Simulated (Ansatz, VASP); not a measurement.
## CuI in VASP and in Ansatz

File INCAR:

```
SYSTEM = CuI
  ALGO = Normal
  EDIFF = 1E-6
  ENCUT = 520
  GGA = PS
  GGA_COMPAT = .False.
  ISIF = 2
  ISMEAR = -1
  LASPH = .True.
  LCHARG = .False.
  LMAXMIX = 4
  LORBIT = 11
  LORBMOM = .True.
  LREAL = .False.
  LSORBIT = .True.
  LWAVE = .False.
  MAGMOM = 0 0 0 0 0 0 0 0 0 0 0 0
  NBANDS = 50
  NELM = 150
  PREC = Accurate
  SIGMA = 0.05
```

Contents of KPOINTS:

```
k-points
0
Gamma
  5 5 3
  0 0 0
```

POSCAR

```
CuI
1.0
    4.0901961900      0.0000000000      0.0000000000
    0.0000000000      4.0901961900      0.0000000000
    0.0000000000      0.0000000000      6.5514580400
I Cu
2 2
Direct
    0.0000000000      0.5000000000      0.7430343600
    0.5000000000      0.0000000000      0.2569656400
    0.0000000000      0.0000000000      0.0000000000
    0.5000000000      0.5000000000      0.0000000000
```

Contents of input.yaml:

```yaml
crystal:
  lattice:
    - [4.09019619, 0.0, 0.0]
    - [0.0, 4.09019619, 0.0]
    - [0.0, 0.0, 6.55145804]
  atoms:
    - { symbol: I, position: [0.0, 0.5, 0.74303436] }
    - { symbol: I, position: [0.5, 0.0, 0.25696564] }
    - { symbol: Cu, position: [0.0, 0.0, 0.0] }
    - { symbol: Cu, position: [0.5, 0.5, 0.0] }
kpoints:
  mp_grid: { grid: [5, 5, 3] }
  band_path:
    path:
      - [0.0, 0.0, 0.0]
      - [0.0, 0.5, 0.0]
      - [0.5, 0.5, 0.0]
      - [0.0, 0.0, 0.0]
      - [0.0, 0.0, 0.5]
      - [0.0, 0.5, 0.5]
      - [0.5, 0.5, 0.5]
      - [0.0, 0.0, 0.5]
    npoints: 10
scf:
  occupations: { method: fermi_dirac, width: 0.05 }
hamiltonian:
  xc: pbesol
  pseudopotentials: { kind: all_electron, lapw: { basis_error: 0.002 } }
magnetization:
  noncollinear: true
  spin_orbit: true
output:
  forces: true
  stress: true
  eigenvalues: true
```

Alike in both runs: functional PBEsol; k mesh 5 × 5 × 3; occupations fermi-dirac, width 0.05 eV; non-collinear spin, spin-orbit coupling.

|  | VASP | Ansatz |
| --- | --- | --- |
| version | VASP 6.6.1 | Ansatz 0.2.0 |
| potentials or method | VASP PAW PBE potentials, release 64 (I, Cu), cutoff 520 eV | all-electron LAPW, relativistic spinors |
| task | single point | band structure |

|  | VASP | Ansatz | Ansatz less VASP |
| --- | --- | --- | --- |
| pressure (GPa) | -1.5 | -1.5 | -0.03 |
| traceless stress, the component that is largest in VASP (GPa) | 0.29 | 0.30 | +0.013 |
| rms of the force components (eV/Å) | 0.075 | 0.083 | +0.0080 |

VASP's potentials were made for PBE, not for PBEsol. Atom by atom the forces differ by 0.008 eV/Å (rms over components). Ansatz ran all-electron here, and VASP with PAW potentials.
